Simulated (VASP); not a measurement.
## TiSi62 (a cell with a defect): relaxation of the atoms with PBEsol

System: TiSi62 (a cell with a defect).

```
Si Ti
1.0
    10.86558    0.00000    0.00000
     0.00000   10.86558    0.00000
     0.00000    0.00000   10.86558
Si Ti
62 1
Direct
  0.00091 0.99812 0.00380
  0.99778 0.00250 0.50119
  0.00152 0.50246 0.99623
  0.99589 0.50104 0.50036
  0.49688 0.00355 0.00237
  0.49582 0.99877 0.50036
  0.49828 0.49810 0.00172
  0.12484 0.12427 0.12711
  0.12501 0.12501 0.62424
  0.12623 0.62700 0.12629
  0.12698 0.62185 0.62603
  0.62628 0.12268 0.12395
  0.62289 0.12762 0.62518
  0.62551 0.62608 0.12313
  0.25117 0.24800 0.00166
  0.25114 0.25078 0.49945
  0.25043 0.75043 0.99904
  0.24864 0.74673 0.49996
  0.75291 0.25036 0.00002
  0.74942 0.25231 0.49839
  0.75170 0.74762 0.00408
  0.74852 0.74713 0.50127
  0.37459 0.37285 0.12705
  0.37469 0.37575 0.62599
  0.37675 0.87579 0.12693
  0.37608 0.87644 0.62722
  0.87853 0.37567 0.12790
  0.87561 0.37441 0.62404
  0.87742 0.87625 0.12743
  0.87424 0.87487 0.62480
  0.25099 0.00258 0.25085
  0.24864 0.99617 0.75075
  0.25034 0.50232 0.24973
  0.25252 0.50011 0.74991
  0.74964 0.99555 0.24599
  0.74950 0.99968 0.75263
  0.75084 0.50131 0.25199
  0.75101 0.49968 0.75328
  0.37316 0.12658 0.37422
  0.37892 0.12239 0.87778
  0.37258 0.62661 0.37744
  0.37305 0.62318 0.87740
  0.87284 0.12300 0.37685
  0.87616 0.12213 0.87452
  0.87459 0.62277 0.37567
  0.87700 0.62672 0.87462
  0.00368 0.25019 0.25304
  0.99716 0.24966 0.74990
  0.00143 0.74948 0.24958
  0.00262 0.74880 0.75389
  0.49697 0.24978 0.25344
  0.49606 0.24993 0.75272
  0.50003 0.75463 0.25316
  0.49910 0.75321 0.74936
  0.12410 0.37436 0.37487
  0.12386 0.37652 0.87039
  0.12631 0.87434 0.37502
  0.12632 0.87072 0.87501
  0.62436 0.37650 0.37669
  0.62440 0.37369 0.87558
  0.62369 0.87614 0.37453
  0.62270 0.87481 0.87363
  0.50040 0.50065 0.50217
```

```
Program                : VASP 6.6.1
Task                   : relaxation of the atoms
Functional             : PBEsol
Potentials or basis    : VASP PAW PBE potentials, release 64 (Si, Ti_sv)
Cutoff                 : 450 eV
k mesh                 : 1 × 1 × 1, shifted
Occupations            : fermi-dirac, width 0.05 eV
Spin                   : collinear spin
Dipole correction      : no
Charge                 : -1
Further INCAR settings : LREAL = Auto; ALGO = Normal; EDIFF = 1e-07; ISYM = -1; IBRION = 2; EDIFFG = -0.03; NSW = 100; NELECT = 261.0
```

The energy gained by relaxing is 44.2 meV/atom, the ionic steps are 35 and the largest force after relaxing is 0.023 eV/Å. The net moment is 0.00 μB per cell. The valence electrons inside the program's atomic spheres are Si 1.69, 1.68, 1.67, 1.65, 1.62, 1.66 (each value once); Ti 10.15.

Forces in eV/Å, atoms in the order of the input:
```
Si   0.000 -0.006  0.004
Si  -0.014 -0.014 -0.005
Si   0.003  0.000  0.003
Si   0.004  0.004  0.013
Si  -0.002  0.003  0.001
Si   0.004  0.004  0.010
Si   0.002 -0.002  0.004
Si  -0.012 -0.005  0.001
Si  -0.009 -0.015  0.000
Si  -0.011  0.018 -0.009
Si  -0.002 -0.005  0.004
Si   0.008  0.004 -0.003
Si  -0.003  0.002 -0.003
Si   0.010  0.007  0.000
Si  -0.001 -0.003 -0.008
Si  -0.007  0.001  0.003
Si  -0.009  0.014  0.005
Si   0.000 -0.003  0.002
Si   0.010 -0.007  0.001
Si  -0.004 -0.006 -0.002
Si   0.003  0.005  0.005
Si  -0.010  0.000 -0.003
Si   0.007 -0.012  0.004
Si  -0.015 -0.002 -0.015
Si   0.000  0.002 -0.003
Si  -0.001 -0.003 -0.007
Si  -0.001  0.006 -0.003
Si   0.006 -0.014  0.001
Si   0.000 -0.005 -0.003
Si  -0.008 -0.004 -0.002
Si   0.010 -0.007  0.003
Si   0.003 -0.003  0.001
Si  -0.010 -0.005 -0.008
Si  -0.001  0.008  0.006
Si   0.010 -0.004 -0.006
Si   0.010  0.012  0.004
Si  -0.005 -0.001  0.001
Si   0.005 -0.006  0.000
Si   0.008  0.006  0.003
Si   0.006  0.001 -0.007
Si  -0.004 -0.008 -0.016
Si  -0.005  0.006  0.002
Si   0.008 -0.006 -0.011
Si   0.008  0.004  0.008
Si  -0.006  0.010  0.005
Si   0.005  0.009  0.007
Si   0.002  0.006  0.000
Si   0.000 -0.007  0.011
Si  -0.009  0.014  0.006
Si   0.008  0.008 -0.005
Si   0.002 -0.003 -0.001
Si   0.004  0.001 -0.005
Si   0.007  0.012 -0.010
Si   0.004 -0.002  0.007
Si  -0.006  0.002 -0.002
Si  -0.007 -0.001 -0.003
Si   0.003 -0.008 -0.004
Si  -0.006  0.008  0.005
Si  -0.004 -0.009  0.000
Si   0.005  0.000 -0.003
Si  -0.001  0.008 -0.005
Si   0.006 -0.008  0.004
Ti   0.005 -0.001  0.017
```

Step by step:
| step | energy change (eV) | largest force (eV/Å) | pressure (GPa) |
| --- | --- | --- | --- |
| 1 | 0.0000 | 2.5904 | 1.42 |
| 2 | -0.9212 | 1.6748 | 1.09 |
| 3 | -0.9512 | 1.4943 | 1.06 |
| 4 | -1.2040 | 1.2018 | 0.91 |
| 5 | -1.4689 | 0.8189 | 0.55 |
| 6 | -1.6589 | 0.8001 | 0.41 |
| 7 | -2.0517 | 0.7159 | 0.00 |
| 8 | -1.1312 | 3.1356 | -0.24 |
| 9 | -2.0963 | 0.6790 | -0.09 |
| 10 | -2.1115 | 0.6359 | -0.17 |
| 11 | -2.2757 | 0.4912 | -0.28 |
| 12 | -2.3225 | 0.6221 | -0.35 |
| 13 | -2.4233 | 0.3599 | -0.38 |
| 14 | -2.4667 | 0.3263 | -0.40 |
| 15 | -2.5065 | 0.2940 | -0.40 |
| 16 | -2.5113 | 0.3930 | -0.41 |
| 17 | -2.5413 | 0.4408 | -0.41 |
| 18 | -2.5650 | 0.4927 | -0.43 |
| 19 | -2.5836 | 0.4870 | -0.43 |
| 20 | -2.6277 | 0.4238 | -0.44 |
| 21 | -2.6127 | 0.5528 | -0.47 |
| 22 | -2.6415 | 0.4654 | -0.45 |
| 23 | -2.6767 | 0.2970 | -0.46 |
| 24 | -2.7047 | 0.2776 | -0.48 |
| 25 | -2.7279 | 0.2294 | -0.51 |
| 26 | -2.7365 | 0.2265 | -0.54 |
| 27 | -2.7562 | 0.1435 | -0.58 |
| 28 | -2.7624 | 0.1057 | -0.62 |
| 29 | -2.7719 | 0.0955 | -0.64 |
| 30 | -2.7731 | 0.0934 | -0.66 |
| 31 | -2.7790 | 0.0544 | -0.67 |
| 32 | -2.7795 | 0.0548 | -0.68 |
| 33 | -2.7820 | 0.0360 | -0.69 |
| 34 | -2.7820 | 0.0368 | -0.69 |
| 35 | -2.7832 | 0.0228 | -0.69 |

Final structure:
```cif
data_structure
_symmetry_space_group_name_H-M 'P 1'
_symmetry_Int_Tables_number 1
_cell_length_a 10.8656
_cell_length_b 10.8656
_cell_length_c 10.8656
_cell_angle_alpha 90.000
_cell_angle_beta 90.000
_cell_angle_gamma 90.000
_cell_volume 1282.80
loop_
_atom_site_label
_atom_site_type_symbol
_atom_site_fract_x
_atom_site_fract_y
_atom_site_fract_z
_atom_site_occupancy
Si1 Si 0.99851 0.99827 0.00008 1
Si2 Si 0.00420 0.00235 0.50081 1
Si3 Si 0.99159 0.49949 0.99400 1
Si4 Si 0.99714 0.49885 0.50123 1
Si5 Si 0.49979 0.99528 0.99791 1
Si6 Si 0.49922 0.99769 0.50154 1
Si7 Si 0.49798 0.49730 0.99964 1
Si8 Si 0.12410 0.12371 0.12516 1
Si9 Si 0.13237 0.13135 0.62438 1
Si10 Si 0.11984 0.62271 0.12335 1
Si11 Si 0.12573 0.62272 0.62475 1
Si12 Si 0.62291 0.12395 0.12693 1
Si13 Si 0.62420 0.12448 0.62585 1
Si14 Si 0.62314 0.62214 0.12552 1
Si15 Si 0.24927 0.24887 0.00096 1
Si16 Si 0.26509 0.26547 0.50971 1
Si17 Si 0.24828 0.74918 0.00178 1
Si18 Si 0.25161 0.74615 0.49749 1
Si19 Si 0.74899 0.24898 0.00125 1
Si20 Si 0.74917 0.24848 0.49856 1
Si21 Si 0.74686 0.74443 0.99494 1
Si22 Si 0.74263 0.74251 0.51443 1
Si23 Si 0.37448 0.37349 0.12760 1
Si24 Si 0.40582 0.40327 0.62220 1
Si25 Si 0.37417 0.87353 0.12728 1
Si26 Si 0.37702 0.86861 0.62619 1
Si27 Si 0.87330 0.37409 0.12701 1
Si28 Si 0.86979 0.37520 0.62626 1
Si29 Si 0.87148 0.87126 0.12157 1
Si30 Si 0.87609 0.87466 0.62375 1
Si31 Si 0.25071 0.00184 0.25200 1
Si32 Si 0.24955 0.99700 0.74972 1
Si33 Si 0.24850 0.50029 0.25157 1
Si34 Si 0.25269 0.49729 0.74889 1
Si35 Si 0.74866 0.99620 0.25032 1
Si36 Si 0.74751 0.99623 0.75016 1
Si37 Si 0.74529 0.49760 0.25503 1
Si38 Si 0.71882 0.50167 0.72404 1
Si39 Si 0.37483 0.12797 0.37950 1
Si40 Si 0.37378 0.12296 0.87454 1
Si41 Si 0.38122 0.61166 0.38364 1
Si42 Si 0.37343 0.62473 0.87550 1
Si43 Si 0.87463 0.12246 0.37406 1
Si44 Si 0.87316 0.12270 0.87483 1
Si45 Si 0.87019 0.62605 0.37880 1
Si46 Si 0.85936 0.61480 0.85945 1
Si47 Si 0.00095 0.24957 0.25158 1
Si48 Si 0.99836 0.24944 0.74978 1
Si49 Si 0.99674 0.74923 0.25059 1
Si50 Si 0.99650 0.74529 0.74984 1
Si51 Si 0.50272 0.25461 0.25779 1
Si52 Si 0.49752 0.25103 0.74969 1
Si53 Si 0.49772 0.74474 0.25387 1
Si54 Si 0.50430 0.72576 0.73467 1
Si55 Si 0.12680 0.37382 0.37903 1
Si56 Si 0.12415 0.37398 0.87440 1
Si57 Si 0.12511 0.87352 0.37396 1
Si58 Si 0.12232 0.87213 0.87449 1
Si59 Si 0.61697 0.38567 0.39404 1
Si60 Si 0.62509 0.37369 0.87364 1
Si61 Si 0.62538 0.86976 0.37919 1
Si62 Si 0.61847 0.86384 0.86587 1
Ti1 Ti 0.56543 0.58262 0.53718 1
```

Levels at points of the mesh, in eV from the Fermi level:
Spin up:
```csv
k point,band 129,band 130,band 131,band 132,band 133,band 134
"(0.25, 0.25, 0.25)",-0.36,-0.13,-0.02,0.42,0.53,0.72
```
Spin down:
| k point | band 129 | band 130 | band 131 | band 132 | band 133 | band 134 |
| --- | --- | --- | --- | --- | --- | --- |
| (0.25, 0.25, 0.25) | -0.36 | -0.13 | -0.02 | 0.42 | 0.53 | 0.72 |

Wall time 45 min on 8 MPI ranks on Intel(R) Xeon(R) Platinum 8488C (Sapphire Rapids), with other jobs on the host, peak memory 0.39 GiB a rank.

Caveat: the cell carries a net charge on a neutralising background, which shifts energy and pressure; the cell is charged against a uniform background, so pressure and absolute levels hang on convention; the PAW data sets were made with another functional, which shifts forces and pressure a little.
